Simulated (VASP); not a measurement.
# Li2CaO2 (P6/mmm) in VASP: relaxation of cell and atoms with PBE

Aim: the relaxation of cell and atoms of Li2CaO2 with PBE.

Program: VASP 6.6.1. These are calculated values, not measurements. Logs are shortened: lines on timing, memory, paths and dates and some standing lists are left out, and cuts for length are marked.

## Step 1: The cell of the first run

Symmetry: P6/mmm, No. 191, hexagonal system. The conventional cell has a = 3.479 Å, b = 3.479 Å, c = 6.439 Å, α = 90.00°, β = 90.00°, γ = 120.00°. Li (site symmetry 6mm) has 1 Li at 2.14 Å and 1 Ca at 2.15 Å within 2.8 Å. Within 2.7 Å of Ca (site symmetry 6/mmm) lie 6 O at 2.01 Å and 2 Li at 2.15 Å. O (site symmetry -6m2) has 3 O at 2.01 Å and 3 Ca at 2.01 Å within 2.7 Å.

The cell was built from a structure type or drawn by symmetry, and may not be a known phase.

## Step 2: Relaxation of cell and atoms, PBE

File INCAR:

```
SYSTEM = Li2CaO2
PREC = Accurate ; ENCUT = 910
EDIFF = 1E-7 ; ISMEAR = 0
SIGMA = 0.1 ; LREAL = .False.
LASPH = .True. ; NELM = 120
ALGO = Normal ; ISIF = 3
LWAVE = .False. ; LCHARG = .False.
GGA = PE ; IBRION = 2
NSW = 90 ; EDIFFG = -0.04
GGA_COMPAT = .False. ; NELMIN = 4
```

File KPOINTS:

```
regular mesh
0
Gamma
  6 6 4
  0 0 0
```

File POSCAR:

```
Li2CaO2
1.0
    3.4790883300      0.0000000000      0.0000000000
   -1.7395441700      3.0129788800      0.0000000000
    0.0000000000      0.0000000000      6.4392901400
Li Ca O
2 1 2
Direct
    0.0000000000      0.0000000000      0.8337046000
    0.0000000000      0.0000000000      0.1662954000
    0.0000000000      0.0000000000      0.5000000000
    0.3333333300      0.6666666700      0.5000000000
    0.6666666700      0.3333333300      0.5000000000
```

Potentials or basis: VASP PAW PBE potentials, release 64 (Li_sv, Ca_sv, O_h).

Started as:

```
$ cat potpaw_PBE.64/Li_sv/POTCAR potpaw_PBE.64/Ca_sv/POTCAR potpaw_PBE.64/O_h/POTCAR > POTCAR
$ mpirun -np 1 vasp_std > vasp.out
```

OUTCAR:

```text
SYSTEM = Li2CaO2
   PREC = Accurate
   ENCUT = 910
   EDIFF = 1E-7
   ISMEAR = 0
   LREAL = .False.
   LASPH = .True.
   NELM = 120
   ISIF = 3
   GGA = PE
   IBRION = 2
   NSW = 90
   EDIFFG = -0.04
   NELMIN = 4

 ion  position               nearest neighbor table
   1  0.000  0.000  0.834-   2 2.14   3 2.15
   2  0.000  0.000  0.166-   1 2.14   3 2.15
   3  0.000  0.000  0.500-   4 2.01   5 2.01   5 2.01   4 2.01   5 2.01   4 2.01   1 2.15   2 2.15

   4  0.333  0.667  0.500-   3 2.01   3 2.01   3 2.01
   5  0.667  0.333  0.500-   3 2.01   3 2.01   3 2.01

  LATTYP: Found a hexagonal cell.
 ALAT       =     3.4790883300
 C/A-ratio  =     1.8508556062

  Lattice vectors:

 A1 = (   3.4790883300,   0.0000000000,   0.0000000000)
 A2 = (  -1.7395441700,   3.0129788800,   0.0000000000)
 A3 = (   0.0000000000,   0.0000000000,   6.4392901400)

Analysis of symmetry for initial positions (statically):
=====================================================================
 Subroutine PRICEL returns:
 Original cell was already a primitive cell.

 Routine SETGRP: Setting up the symmetry group for a
 hexagonal supercell.

 Subroutine GETGRP returns: Found 24 space group operations
 (whereof 24 operations were pure point group operations)
 out of a pool of 24 trial point group operations.

The static configuration has the point symmetry D_6h.

Analysis of symmetry for dynamics (positions and initial velocities):
=====================================================================
 Subroutine PRICEL returns:
 Original cell was already a primitive cell.

 Routine SETGRP: Setting up the symmetry group for a
 hexagonal supercell.

 Subroutine GETGRP returns: Found 24 space group operations
 (whereof 24 operations were pure point group operations)
 out of a pool of 24 trial point group operations.

The dynamic configuration has the point symmetry D_6h.

 Subroutine INISYM returns: Found 24 space group operations
 (whereof 24 operations are pure point group operations),
 and found     1 'primitive' translations

----------------------------------------------------------------------------------------

                                     Primitive cell

  volume of cell :      67.4993

  direct lattice vectors                    reciprocal lattice vectors
     3.479088330  0.000000000  0.000000000     0.287431621  0.165948724  0.000000000
    -1.739544170  3.012978880  0.000000000     0.000000000  0.331897448  0.000000000
     0.000000000  0.000000000  6.439290140     0.000000000  0.000000000  0.155296621

  length of vectors
     3.479088330  3.479088336  6.439290140     0.331897448  0.331897448  0.155296621

  position of ions in fractional coordinates (direct lattice)
     0.000000000  0.000000000  0.833704600
     0.000000000  0.000000000  0.166295400
     0.000000000  0.000000000  0.500000000
     0.333333330  0.666666670  0.500000000
     0.666666670  0.333333330  0.500000000

  ion indices of the primitive-cell ions
   primitive index   ion index
                 1           1
                 2           2
                 3           3
                 4           4
                 5           5

----------------------------------------------------------------------------------------

 KPOINTS: regular mesh

Automatic generation of k-mesh.
 Grid dimensions read from file:
 generate k-points for:    6    6    4

 Generating k-lattice:

  Cartesian coordinates                     Fractional coordinates (reciprocal lattice)
     0.047905270  0.027658121  0.000000000     0.166666667  0.000000000  0.000000000
     0.000000000  0.055316241  0.000000000     0.000000000  0.166666667  0.000000000
     0.000000000  0.000000000  0.038824155     0.000000000  0.000000000  0.250000000

  Length of vectors
     0.055316241  0.055316241  0.038824155

  Shift w.r.t. Gamma in fractional coordinates (k-lattice)
     0.000000000  0.000000000  0.000000000

 Subroutine IBZKPT returns following result:
 ===========================================

 Found     21 irreducible k-points:

 Following reciprocal coordinates:
            Coordinates               Weight
  0.000000  0.000000  0.000000      1.000000
  0.166667  0.000000  0.000000      6.000000
  0.333333  0.000000  0.000000      6.000000
  0.500000  0.000000  0.000000      3.000000
  0.166667  0.166667  0.000000      6.000000
  0.333333  0.166667  0.000000     12.000000
[... 13 lines left out ...]
  0.333333  0.166667  0.500000     12.000000
  0.333333  0.333333  0.500000      2.000000
   k-points           NKPTS =     21   k-points in BZ     NKDIM =     21   number of bands    NBANDS=     18
   number of dos      NEDOS =    301   number of ions     NIONS =      5
   total plane-waves  NPLWV =  82944
   dimension x,y,z NGX =    36 NGY =   36 NGZ =   64
   dimension x,y,z NGXF=    72 NGYF=   72 NGZF=  128
   ions per type =               2   1   2
   NGX,Y,Z   is equivalent  to a cutoff of  17.20, 17.20, 16.52 a.u.
   NGXF,Y,Z  is equivalent  to a cutoff of  34.40, 34.40, 33.05 a.u.
 SYSTEM =  Li2CaO2
   PREC   = accura    normal or accurate (medium, high low for compatibility)
   ISTART =      0    job   : 0-new  1-cont  2-samecut
   ICHARG =      2    charge: 1-file 2-atom 10-const
   ISPIN  =      1    spin polarized calculation?
   LNONCOLLINEAR =      F non collinear calculations
   LSORBIT =      F    spin-orbit coupling
   LASPH  =      T    aspherical Exc in radial PAW
   ENCUT  =  910.0 eV  66.88 Ry    8.18 a.u.   8.56  8.56 15.84*2*pi/ulx,y,z
   NELM   =    120;   NELMIN=  4; NELMDL= -5     # of ELM steps
   EDIFF  = 0.1E-06   stopping-criterion for ELM
   LREAL  =      F    real-space projection
   EDIFFG = -.4E-01   stopping-criterion for IOM
   NSW    =     90    number of steps for IOM
   IBRION =      2    ionic relax: 0-MD 1-quasi-New 2-CG
   NFREE  =      1    steps in history (QN), initial steepest desc. (CG)
   ISIF   =      3    stress and relaxation
   ISYM   =      2    0-nonsym 1-usesym 2-fastsym
   POTIM  = 0.5000    time-step for ionic-motion
   TEBEG  =    0.0;   TEEND  =   0.0 temperature during run
   PSTRESS=    0.0 pullay stress
   NELECT =      28.0000    total number of electrons
   NUPDOWN=      -1.0000    fix difference up-down
   EMIN   =  10.00;   EMAX   =-10.00  energy-range for DOS
   EFERMI =   0.00;   METHOD = LEGACY
   ISMEAR =     0;   SIGMA  =   0.10  broadening in eV -4-tet -1-fermi 0-gaus
   EFERMI_NEDOS =   21; number of points for ismear=-14 and -15
   IALGO  =     38    algorithm
   IMIX   =      4    mixing-type and parameters
     AMIX     =   0.40;   BMIX     =  1.00
     AMIX_MAG =   1.60;   BMIX_MAG =  1.00
  volume/ion in A,a.u.               =      13.50        91.10
  Fermi-wavevector in a.u.,A,eV,Ry     =   1.220940  2.307242 20.282130  1.490695
  Thomas-Fermi vector in A             =   2.356140
   LORBIT       =      0    0 simple, 1 ext, 2 COOP (PROOUT), +10 PAW based schemes
   GGA     = PE    functional components
   LHFCALC =     F    Hartree Fock is set to
   AEXX    =    0.0000 exact exchange contribution
   IVDW    =     0    specifies the selected vdW correction
   LEPSILON=     F    determine dielectric tensor
   LRPA    =     F    only Hartree local field effects (RPA)
 conjugate gradient relaxation of ions
 non-spin polarized calculation
 Gauss-broadening in eV      SIGMA  =   0.10
  energy-cutoff  :      910.00
  volume of cell :       67.50
 maximum number of plane-waves:      4249
 NGX is ok and might be reduce to    36
   NGX = 17   NGY = 17   NGZ = 31

--------------------------------------- Ionic step        1  -------------------------------------------

 number of electron      28.0000002 magnetization

 Free energy of the ion-electron system (eV)
  ---------------------------------------------------
  ext. energy  EPLUGINS =         0.00000000
  ---------------------------------------------------
  free energy    TOTEN  =       -13.58886970 eV

  energy without entropy =      -13.57718531  energy(sigma->0) =      -13.58302751

 E-fermi :   3.3062     XC(G=0):  -8.9787

 val. band max:        3.2605416461   @ k =   0.0000   0.0000   0.5000
 cond. band min:       3.4293476468   @ k =   0.3333   0.1667   0.5000
 fundamental gap:      0.1688060007
 Fermi energy:         3.3062354208

 k-point     1 :       0.0000    0.0000    0.0000
  band No.  band energies     occupation
      1     -45.2901      2.00000
      2     -45.1999      2.00000
      3     -35.5922      2.00000
      4     -17.3450      2.00000
      5     -16.6665      2.00000
      6     -16.6118      2.00000
[... 10 lines left out ...]
     17       6.4230      0.00000
     18       8.5423      0.00000
[... 518 lines left out ...]
 POSITION                                       TOTAL-FORCE (eV/Angst)
 -----------------------------------------------------------------------------------
     -0.00000      0.00000      5.73057         0.000000      0.000000      0.089893
      0.00000      0.00000      1.11452         0.000000     -0.000000     -0.089893
     -0.00000      0.00000      3.42255        -0.000000      0.000000      0.000000
     -0.00000      2.27304      3.42255         0.000000      0.000000      0.000000
      1.96851      1.13652      3.42255        -0.000000     -0.000000      0.000000
 -----------------------------------------------------------------------------------
    total drift:                               -0.000000      0.000000      0.000000

  FREE ENERGIE OF THE ION-ELECTRON SYSTEM (eV)
  ---------------------------------------------------
  free  energy   TOTEN  =       -16.2695010720 eV

  energy  without entropy=      -16.2428957782  energy(sigma->0) =      -16.25619843

[... ionic steps 4 to 7 ...]

--------------------------------------- Ionic step        8  -------------------------------------------

 number of electron      28.0000004 magnetization

------------------------ aborting loop because EDIFF is reached ----------------------------------------

  FORCE on cell =-STRESS in cart. coord.  units (eV):
  Direction    XX          YY          ZZ          XY          YZ          ZX
  --------------------------------------------------------------------------------------
  -------------------------------------------------------------------------------------
  Total        0.1371981      0.1371981      0.0524822     -0.0000000      0.0000000      0.0000000
  in kB        2.1682147      2.1682147      0.8294038     -0.0000000      0.0000000      0.0000000
  external PRESSURE =       1.7219444 kB  Pullay stress =       0.0000000 kB

 VOLUME and BASIS-vectors are now :
 -----------------------------------------------------------------------------
  energy-cutoff  :      910.00
  volume of cell :      101.38
      direct lattice vectors                 reciprocal lattice vectors
     3.888145709 -0.000000001  0.000000000     0.257192007  0.148489875 -0.000000000
    -1.944072861  3.367232964 -0.000000000     0.000000000  0.296979749  0.000000000
     0.000000000 -0.000000000  7.743560229    -0.000000000  0.000000000  0.129139565
[... 40 lines left out ...]
 POSITION                                       TOTAL-FORCE (eV/Angst)
 -----------------------------------------------------------------------------------
      0.00000      0.00000      6.50899         0.000000      0.000000      0.084743
      0.00000      0.00000      1.23643        -0.000000     -0.000000     -0.084743
      1.94441      3.36782      3.87271         0.000000     -0.000000     -0.000000
     -0.00000      2.24521      3.87271         0.000000     -0.000000     -0.000000
      1.94441      1.12261      3.87271        -0.000000      0.000000     -0.000000
 -----------------------------------------------------------------------------------
    total drift:                               -0.000000      0.000000      0.000000

  FREE ENERGIE OF THE ION-ELECTRON SYSTEM (eV)
  ---------------------------------------------------
  free  energy   TOTEN  =       -16.7693500284 eV

  energy  without entropy=      -16.7485190573  energy(sigma->0) =      -16.75893454

--------------------------------------- Ionic step       10  -------------------------------------------

 number of electron      27.9999996 magnetization

 Free energy of the ion-electron system (eV)
  ---------------------------------------------------
  ext. energy  EPLUGINS =         0.00000000
  ---------------------------------------------------
  free energy    TOTEN  =       -16.77094850 eV

  energy without entropy =      -16.75123486  energy(sigma->0) =      -16.76109168

 E-fermi :   1.0831     XC(G=0):  -7.5136

 val. band max:        1.0474853013   @ k =   0.3333   0.1667   0.2500
 cond. band min:       1.1566829164   @ k =   0.1667   0.1667   0.2500
 fundamental gap:      0.1091976151
 Fermi energy:         1.0830963330

 k-point     1 :       0.0000    0.0000    0.0000
  band No.  band energies     occupation
      1     -47.4056      2.00000
      2     -47.3768      2.00000
      3     -37.8259      2.00000
      4     -19.3836      2.00000
      5     -18.7273      2.00000
      6     -18.7273      2.00000
[... 10 lines left out ...]
     17       2.7179      0.00000
     18       6.4818      0.00000
[... 440 lines left out ...]
 POSITION                                       TOTAL-FORCE (eV/Angst)
 -----------------------------------------------------------------------------------
      1.94525      3.36928      6.53145         0.000000     -0.000000     -0.002306
     -0.00000      0.00000      1.21858        -0.000000      0.000000      0.002306
     -0.00000      0.00000      3.87502         0.000000     -0.000000      0.000000
     -0.00000      2.24618      3.87502         0.000000      0.000000     -0.000000
      1.94525      1.12309      3.87502        -0.000000     -0.000000      0.000000
 -----------------------------------------------------------------------------------
    total drift:                               -0.000000      0.000000      0.000000

  FREE ENERGIE OF THE ION-ELECTRON SYSTEM (eV)
  ---------------------------------------------------
  free  energy   TOTEN  =       -16.7709485050 eV

  energy  without entropy=      -16.7512348550  energy(sigma->0) =      -16.76109168

 reached required accuracy - stopping structural energy minimisation
```

It took 13 min on 1 thread of Intel Xeon Platinum 8259CL at 2.50GHz (Skylake/Cascade Lake), shared host; peak memory 0.33 GiB.

What came out:

- Free energy: -16.7709 eV
- Relaxed volume: 20.32 Å³/atom
- Relaxed cell: a = 3.891 Å, b = 3.891 Å, c = 7.750 Å, α = 90.00°, β = 90.00°, γ = 120.00°
- Space group after relaxing (to 0.1 Å): P6/mmm (No. 191)
- Energy gained by relaxing: 636.4 meV/atom
- Ionic steps: 10
- Pressure after relaxing: 0.0 GPa
- Band gap on the k mesh: zero (bands 14 and 15 overlap by 0.91 eV)

Forces in eV/Å, atoms in the order of the input:
```
Li   0.000  0.000 -0.002
Li   0.000  0.000  0.002
Ca   0.000  0.000  0.000
O    0.000  0.000  0.000
O    0.000  0.000  0.000
```

Step by step:
```csv
step,energy change (eV),largest force (eV/Å),pressure (GPa),volume (Å³)
1,0.0000,0.6691,40.29,67.50
2,-2.2592,0.0213,-6.31,106.11
3,-2.6806,0.0899,2.56,91.89
4,-3.0727,0.1069,0.87,97.66
5,-3.1751,0.1390,-0.73,102.74
6,-3.1753,0.1377,-0.64,102.48
7,-3.1787,0.1147,0.37,101.12
8,-3.1789,0.1192,0.17,101.38
9,-3.1805,0.0847,0.13,101.44
10,-3.1821,0.0023,0.02,101.59
```

Final structure:
```xyz
5
Lattice="3.8905 0.0000 0.0000 -1.9453 3.3693 0.0000 0.0000 0.0000 7.7500" Properties=species:S:1:pos:R:3 pbc="T T T"
Li    1.9453    3.3693    6.5314
Li    0.0000    0.0000    1.2186
Ca    0.0000    0.0000    3.8750
O     0.0000    2.2462    3.8750
O     1.9453    1.1231    3.8750
```

Caveat: the cutoff is under 1.25 times the usual one of these potentials, so pressure, stress and relaxed cells hold a basis-set (Pulay) error; the volume moved by over 15 % at a fixed basis, so the end points are rough.
